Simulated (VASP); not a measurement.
Write the native input for VASP 6.6.1 that does the following.

* Task: single point
* Functional: LDA
* Potentials or basis: VASP PAW LDA potentials, release 64 (Si, O)
* Cutoff: 520 eV
* k mesh: 6 × 6 × 8
* Occupations: gaussian, width 0.05 eV
* Spin: no spin polarisation
* Dipole correction: no
* Further INCAR settings: ALGO = Normal; EDIFF = 1e-07; NBANDS = 25

The structure of SiO2 lies in POSCAR:

```
SiO2
1.0
    4.0554000000      0.0000000000      0.0000000000
    0.0000000000      4.0554000000      0.0000000000
    0.0000000000      0.0000000000      2.3420000000
Si O
2 4
Direct
    0.5000000000      0.5000000000      0.5000000000
    0.0000000000      0.0000000000      0.0000000000
    0.6944252994      0.6944252994      0.0000000000
    0.1944252994      0.8055747006      0.5000000000
    0.3055747006      0.3055747006      0.0000000000
    0.8055747006      0.1944252994      0.5000000000
```

These files were run (other wordings do the same):

INCAR

```
SYSTEM = SiO2
  PREC = Accurate
  ENCUT = 520
  EDIFF = 1E-7
  ISMEAR = 0
  SIGMA = 0.05
  LREAL = .False.
  LASPH = .True.
  NELM = 100
  ALGO = Normal
  ISIF = 2
  LWAVE = .False.
  LCHARG = .False.
  NBANDS = 25
```

KPOINTS

```
regular mesh
0
Gamma
  6 6 8
  0 0 0
```

Potentials or basis: VASP PAW LDA potentials, release 64 (Si, O).

Command:

```sh
$ cat potpaw_LDA.64/Si/POTCAR potpaw_LDA.64/O/POTCAR > POTCAR
$ mpirun -np 1 vasp_std > vasp.out
```

Results of the run:

```json
{"Pressure": "97.7 GPa", "Largest force": "1.783 eV/Å", "Band gap on the k mesh": "8.98 eV, direct"}
```

Caveat: forces of over 1 eV/Å act on the atoms, so gaps and moduli don't describe the material at rest.

It took 17 s on 1 thread of Intel(R) Xeon(R) 6975P-C (Granite Rapids), on a shared host, peak memory 0.14 GiB.
